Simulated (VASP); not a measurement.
**In2C: single point with PBE**

The system is In2C.

```
CELL_PARAMETERS angstrom
0.00000 3.09886 3.09886
3.09886 0.00000 3.09886
3.09886 3.09886 0.00000
ATOMIC_POSITIONS crystal
In 0.25000 0.25000 0.25000
In 0.75000 0.75000 0.75000
C 0.00000 0.00000 0.00000
```

The cell was built from a structure type or drawn by symmetry, and may not be a known phase.

| Item | Value |
| --- | --- |
| Program | VASP 6.6.1 |
| Task | single point |
| Functional | PBE |
| Potentials or basis | VASP PAW PBE potentials, release 64 (In_d, C) |
| Cutoff | 520 eV |
| k mesh | 6 × 6 × 6 |
| Occupations | gaussian, width 0.1 eV |
| Spin | no spin polarisation |
| Dipole correction | no |
| Further INCAR settings | ALGO = Normal; EDIFF = 1e-07; NBANDS = 22 |

| Item | Value |
| --- | --- |
| Pressure | 0.0 GPa |
| Band gap on the k mesh | zero (bands 15 and 16 overlap by 1.19 eV) |

Levels at points of the mesh, in eV from the Fermi level:
| k point | band 12 | band 13 | band 14 | band 15 | band 16 | band 17 | band 18 | band 19 |
| --- | --- | --- | --- | --- | --- | --- | --- | --- |
| (0.00, 0.00, 0.00) | -3.99 | -1.22 | -1.22 | -1.22 | 1.25 | 1.25 | 1.25 | 1.89 |
| (0.50, 0.00, 0.00) | -7.29 | -3.25 | -2.04 | -2.04 | 2.20 | 2.20 | 2.69 | 3.60 |
| (0.50, 0.50, 0.00) | -6.92 | -3.64 | -3.64 | -2.42 | -1.19 | 2.84 | 4.49 | 4.49 |

Run time: 30 s on 1 thread of AMD EPYC 7R43 64-Core Processor (Zen 3) (shared host), peak memory 0.17 GiB.

Caveat: spin-orbit coupling is left out, which moves the levels of the heavy elements.
